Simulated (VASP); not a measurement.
Here is a VASP 6.6.1 calculation.

INCAR

```
SYSTEM = SnO
  PREC = Accurate
  ENCUT = 600
  EDIFF = 1E-6
  ISMEAR = 0
  SIGMA = 0.15
  LREAL = .FALSE.
  LASPH = .TRUE.
  NELM = 120
  ALGO = Normal
  ISIF = 2
  LWAVE = .FALSE.
  LCHARG = .FALSE.
  GGA = PS
  IVDW = 12
  NBANDS = 28
  GGA_COMPAT = .FALSE.
```

The input KPOINTS:

```
regular mesh
0
G
  12 12 10
  0 0 0
```

File POSCAR:

```
SnO
1.0
    3.7703910616      0.0000000000      0.0000000000
    0.0000000000      3.7703910616      0.0000000000
    0.0000000000      0.0000000000      4.5633702865
Sn O
2 2
Direct
    0.0000000000      0.5000000000      0.2532585894
    0.5000000000      0.0000000000      0.7467414106
   -0.0527555721     -0.0527555721      0.0000000000
    0.5000000000      0.5000000000      0.0000000000
```

Potentials or basis: VASP PAW PBE potentials, release 64 (Sn_d, O).

Launch:

```bash
$ cat potpaw_PBE.64/Sn_d/POTCAR potpaw_PBE.64/O/POTCAR > POTCAR
$ mpirun -np 1 vasp_std > vasp.out
```

Task: What does it give for the pressure?

Result: 3.0 GPa.

Task: What does it give for the band gap on the k mesh?

Result: Zero (bands 20 and 21 overlap by 0.55 eV).

Task: Predict the dispersion energy per atom.

Result: -0.233 eV.

Task: Estimate the largest force.

Result: 2.671 eV/Å.

Stress tensor (GPa, compression positive):
```
 3.46  1.15  2.52
 1.15  3.46 -2.52
 2.52 -2.52  1.99
```

Caveat: the cell differs from its parent crystal (atom 3 (O) moved +0.281 Å towards its neighbour atom 4 (O) at 2.666 Å); semilocal functionals underestimate gaps, so a narrow gap can read as zero; the PAW data sets were made with another functional, which shifts forces and pressure a little; spin-orbit coupling is left out, which moves the levels of the heavy elements.
